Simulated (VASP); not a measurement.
Here is a VASP 6.6.1 calculation.

The input INCAR:

```
PREC = Accurate
ENCUT = 600
EDIFF = 1E-8
ISMEAR = 0
SIGMA = 0.01
LREAL = F
LASPH = T
NELM = 80
ALGO = Normal
ISIF = 3
LWAVE = F
LCHARG = F
GGA = PE
NBANDS = 12
IBRION = 6
NFREE = 2
POTIM = 0.015
NSW = 1
```

The input KPOINTS:

```
regular mesh
0
Gamma
  12 12 12
```

POSCAR

```
LiF
1.0
    0.0000000000      2.0340611368      2.0340611368
    2.0340611368      0.0000000000      2.0340611368
    2.0340611368      2.0340611368      0.0000000000
Li F
1 1
Direct
    0.5000000000      0.5000000000      0.5000000000
    0.0000000000      0.0000000000      0.0000000000
```

Potentials or basis: VASP PAW PBE potentials, release 64 (Li_sv, F).

Launch:

```console
$ cat potpaw_PBE.64/Li_sv/POTCAR potpaw_PBE.64/F/POTCAR > POTCAR
$ mpirun -np 1 vasp_std > vasp.out
```

Q: Predict the elastic constants C11, C12, C44.

A: 107, 44, 59 GPa.

Q: Predict the Voigt bulk modulus.

A: 65 GPa.

Q: Estimate the highest phonon frequency at Γ, LO-TO splitting left out.

A: 272 cm⁻¹.

Elastic tensor in Voigt notation (GPa, in the Cartesian axes of the cell as first typed):
```
107  44  44   0   0   0
 44 107  44   0   0   0
 44  44 107   0   0   0
  0   0   0  59   0   0
  0   0   0   0  59   0
  0   0   0   0   0  59
```

Caveat: the cutoff is under 1.25 times the usual one of these potentials, so pressure, stress and relaxed cells hold a basis-set (Pulay) error.
